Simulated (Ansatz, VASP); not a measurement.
# PbI2 in VASP and in Ansatz

The input INCAR:

```
ALGO = Normal ; EDIFF = 1E-6
ENCUT = 500 ; GGA = PE
GGA_COMPAT = F ; ISIF = 2
ISMEAR = 0 ; LASPH = T
LCHARG = F ; LREAL = F
LWAVE = F ; NBANDS = 21
NELM = 120 ; PREC = Accurate
SIGMA = 0.01
```

KPOINTS

```
k-points
0
Gamma
  4 4 3
```

Contents of POSCAR:

```
PbI2
1.0
    4.5550000000      0.0000000000      0.0000000000
   -2.2775000000      3.9447460000      0.0000000000
    0.0000000000      0.0000000000      6.9770000000
Pb I
1 2
Direct
    0.0000000000      0.0000000000      0.0000000000
    0.3333333333      0.6666666667      0.2650000000
    0.6666666667      0.3333333333      0.7350000000
```

Input for Ansatz:

```yaml
crystal:
  lattice:
    - [4.555, 0.0, 0.0]
    - [-2.2775, 3.944746, 0.0]
    - [0.0, 0.0, 6.977]
  atoms:
    - { symbol: Pb, position: [0.0, 0.0, 0.0] }
    - { symbol: I, position: [0.3333333333333333, 0.6666666666666666, 0.265] }
    - { symbol: I, position: [0.6666666666666666, 0.3333333333333333, 0.735] }
basis:
  ecutwfc: 462.593566181796
kpoints:
  mp_grid:
    grid: [4, 4, 3]
hamiltonian:
  xc: pbe
scf:
  occupations:
    method: fixed
output:
  forces: true
```

Alike in both runs: task single point; functional PBE; k mesh 4 × 4 × 3; no spin polarisation.

|  | VASP | Ansatz |
| --- | --- | --- |
| version | VASP 6.6.1 | Ansatz 0.2.0 |
| potentials or method | VASP PAW PBE potentials, release 64 (Pb_d, I), cutoff 500 eV | plane waves, PAW |
| occupations | gaussian, width 0.01 eV | fixed |
| valence electrons in the cell | 28 | 48 |

```tsv
	VASP	Ansatz	Ansatz less VASP
rms of the force components (eV/Å)	0.084	0.084	+0.0003
```

Atom by atom the forces differ by 0.000 eV/Å (rms over components). VASP's potentials hold 28 valence electrons a cell and Ansatz's 48, so a difference there can come from the potentials and not from the codes.

Neither program's run includes spin-orbit coupling.
